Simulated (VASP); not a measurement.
# SiC (F-43m) in VASP: further runs, part 2 of 2

VASP 6.6.1. Earlier steps stand in the parts before.

### Step 4. Single point, BLYP

This run uses another cell than the first one, of 10.14 Å³/atom.

INCAR reads:

```
SYSTEM = SiC
  AGGAC = 1.0
  AGGAX = 1.0
  ALDAC = 0.0
  ALDAX = 1.0
  ALGO = Normal
  EDIFF = 1E-6
  ENCUT = 600
  GGA = B5
  GGA_COMPAT = .False.
  ISIF = 2
  ISMEAR = -1
  LASPH = .True.
  LCHARG = .False.
  LREAL = .False.
  LWAVE = .False.
  NBANDS = 11
  NELM = 120
  PREC = Accurate
  SIGMA = 0.05
```

KPOINTS reads:

```
k-points
0
Gamma
  10 10 10
  0 0 0
```

POSCAR reads:

```
SiC
1.0
    0.0000000000      2.1643753983      2.1643753983
    2.1643753983      0.0000000000      2.1643753983
    2.1643753983      2.1643753983      0.0000000000
Si C
1 1
Direct
    0.0000000000      0.0000000000      0.0000000000
    0.7500000000      0.7500000000      0.7500000000
```

Potentials or basis: VASP PAW PBE potentials, release 64 (Si, C).

On the command line:

```
$ cat potpaw_PBE.64/Si/POTCAR potpaw_PBE.64/C/POTCAR > POTCAR
$ mpirun -np 1 vasp_std > vasp.out
```

OUTCAR:

```text
SYSTEM = SiC
   EDIFF = 1E-6
   ENCUT = 600
   GGA = B5
   ISIF = 2
   ISMEAR = -1
   LASPH = .True.
   LREAL = .False.
   NELM = 120
   PREC = Accurate

 ion  position               nearest neighbor table
   1  0.000  0.000  0.000-   2 1.87   2 1.87   2 1.87   2 1.87
   2  0.750  0.750  0.750-   1 1.87   1 1.87   1 1.87   1 1.87

  LATTYP: Found a face centered cubic cell.
 ALAT       =     4.3287507966

  Lattice vectors:

 A1 = (   0.0000000000,   2.1643753983,   2.1643753983)
 A2 = (   2.1643753983,   0.0000000000,   2.1643753983)
 A3 = (   2.1643753983,   2.1643753983,   0.0000000000)

Analysis of symmetry for initial positions (statically):
=====================================================================
 Subroutine PRICEL returns:
 Original cell was already a primitive cell.

 Routine SETGRP: Setting up the symmetry group for a
 face centered cubic supercell.

 Subroutine GETGRP returns: Found 24 space group operations
 (whereof 24 operations were pure point group operations)
 out of a pool of 48 trial point group operations.

The static configuration has the point symmetry T_d .

[... 170 lines left out ...]
      3       8.7482      2.00000
      4       8.7482      2.00000
      5      15.4166      0.00000
      6      16.2818      0.00000
      7      16.2818      0.00000
      8      16.2818      0.00000
      9      23.5893      0.00000
     10      23.5893      0.00000
     11      25.8134      0.00000
[... 309 lines left out ...]
 k-point    24 :       0.4000    0.3000    0.0000
  band No.  band energies     occupation
      1      -3.5160      2.00000
      2       3.1989      2.00000
      3       5.6282      2.00000
      4       6.1378      2.00000
      5      11.9351      0.00000
      6      14.6681      0.00000
      7      20.6615      0.00000
      8      20.9487      0.00000
      9      22.8404      0.00000
     10      27.2185      0.00000
     11      30.5165      0.00000

 [... further k-points ...]

------------------------ aborting loop because EDIFF is reached ----------------------------------------

  FORCE on cell =-STRESS in cart. coord.  units (eV):
  Direction    XX          YY          ZZ          XY          YZ          ZX
  --------------------------------------------------------------------------------------
  -------------------------------------------------------------------------------------
  Total        1.6577974      1.6577974      1.6577974     -0.0000000      0.0000000      0.0000000
  in kB      130.9828004    130.9828004    130.9828004     -0.0000000      0.0000000      0.0000000
  external PRESSURE =     130.9828004 kB  Pullay stress =       0.0000000 kB

 VOLUME and BASIS-vectors are now :
 -----------------------------------------------------------------------------
  energy-cutoff  :      600.00
  volume of cell :       20.28
      direct lattice vectors                 reciprocal lattice vectors
     0.000000000  2.164375398  2.164375398    -0.231013530  0.231013530  0.231013530
     2.164375398  0.000000000  2.164375398     0.231013530 -0.231013530  0.231013530
     2.164375398  2.164375398  0.000000000     0.231013530  0.231013530 -0.231013530

 POSITION                                       TOTAL-FORCE (eV/Angst)
 -----------------------------------------------------------------------------------
      0.00000      0.00000      0.00000         0.000000     -0.000000     -0.000000
      3.24656      3.24656      3.24656        -0.000000      0.000000      0.000000
 -----------------------------------------------------------------------------------
    total drift:                               -0.000000     -0.000000     -0.000000

  FREE ENERGIE OF THE ION-ELECTRON SYSTEM (eV)
  ---------------------------------------------------
  free  energy   TOTEN  =       -13.6193107164 eV

  energy  without entropy=      -13.6193107157  energy(sigma->0) =      -13.61931072
```

stdout:

```text
POSCAR found type information on POSCAR SiC
 POSCAR found :  2 types and       2 ions
 scaLAPACK will be used
 -----------------------------------------------------------------------------
|                                                                             |
|                                                                             |
|     You enforced a specific xc type in the INCAR file but a different       |
|     I HOPE YOU KNOW WHAT YOU ARE DOING!                                     |
|                                                                             |
 -----------------------------------------------------------------------------

 LDA part: xc-table for (Slater(with rela. corr.)+VWN5), standard interpolation
 POSCAR, INCAR and KPOINTS ok, starting setup
 FFT: planning ... GRIDC
 FFT: planning ... GRID_SOFT
 FFT: planning ... GRID
 WAVECAR not read
 entering main loop
```

It took 14 s on 1 thread of AMD EPYC 7R43 (Zen 3), shared host; peak memory 0.1 GiB.

Results:

| Item | Value |
| --- | --- |
| Free energy | -13.6193 eV |
| Pressure | 13.1 GPa |
| Band gap on the k mesh | 1.69 eV (least direct gap 4.86 eV) |

Caveat: the cell stands under pressure; the PAW data sets were made with another functional, which shifts forces and pressure a little. A k mesh can miss the band edges.

### Step 5. Single point, BLYP

This run uses another cell than the first one, of 10.35 Å³/atom.

INCAR reads:

```
PREC = Accurate ; ENCUT = 600
EDIFF = 1E-6 ; ISMEAR = -1
SIGMA = 0.05 ; LREAL = F
LASPH = T ; NELM = 120
ALGO = Normal ; ISIF = 2
LWAVE = F ; LCHARG = F
GGA = B5 ; ALDAX = 1.0
AGGAX = 1.0 ; AGGAC = 1.0
ALDAC = 0.0 ; NBANDS = 11
GGA_COMPAT = F
```

KPOINTS reads:

```
Automatic mesh
0
Gamma
  10 10 10
```

POSCAR reads:

```
SiC
1.0
    0.0000000000      2.1790000000      2.1790000000
    2.1790000000      0.0000000000      2.1790000000
    2.1790000000      2.1790000000      0.0000000000
Si C
1 1
Direct
    0.0000000000      0.0000000000      0.0000000000
    0.7500000000      0.7500000000      0.7500000000
```

On the command line:

```
$ cat potpaw_PBE.64/Si/POTCAR potpaw_PBE.64/C/POTCAR > POTCAR
$ mpirun -np 1 vasp_std > vasp.out
```

It took 21 s on 1 thread of AMD EPYC 7R43 (Zen 3), shared host; peak memory 0.11 GiB.

It converged, with:

* Free energy: -13.6473 eV
* Pressure: 8.3 GPa
* Band gap on the k mesh: 1.70 eV (least direct gap 4.84 eV)

Levels at points of the mesh, in eV from the valence-band top:
| k point | band 2 | band 3 | band 4 | band 5 | band 6 | band 7 |
| --- | --- | --- | --- | --- | --- | --- |
| (0.00, 0.00, 0.00) | 0.00 | 0.00 | 0.00 | 6.42 | 7.39 | 7.39 |
| (0.50, 0.00, 0.00) | -8.38 | -1.05 | -1.05 | 5.56 | 7.41 | 7.41 |
| (0.50, 0.50, 0.00) | -7.72 | -3.13 | -3.13 | 1.70 | 4.54 | 14.09 |

Caveat: the cell stands under pressure; the PAW data sets were made with another functional, which shifts forces and pressure a little.

### Step 6. The runs side by side

| cell | gap on the mesh (eV) | pressure (GPa) |
| --- | --- | --- |
| a = 3.019 Å, angles 60.0°, 2 atoms | 1.66 | 24.2 |
| a = 3.040 Å, angles 60.0°, 2 atoms | 1.67 | 18.4 |
| a = 3.061 Å, angles 60.0°, 2 atoms | 1.69 | 13.1 |
| a = 3.082 Å, angles 60.0°, 2 atoms | 1.70 | 8.3 |

Alike in all rows: task single point; level BLYP; potentials or basis VASP PAW PBE potentials, release 64 (Si, C); no spin polarisation; k mesh 10 × 10 × 10; cutoff (eV) 600; smearing fermi-dirac 0.05 eV.

Caveats: the cell stands under pressure; the PAW data sets were made with another functional, which shifts forces and pressure a little.

Absolute energies hang on the potentials; compare differences alone.
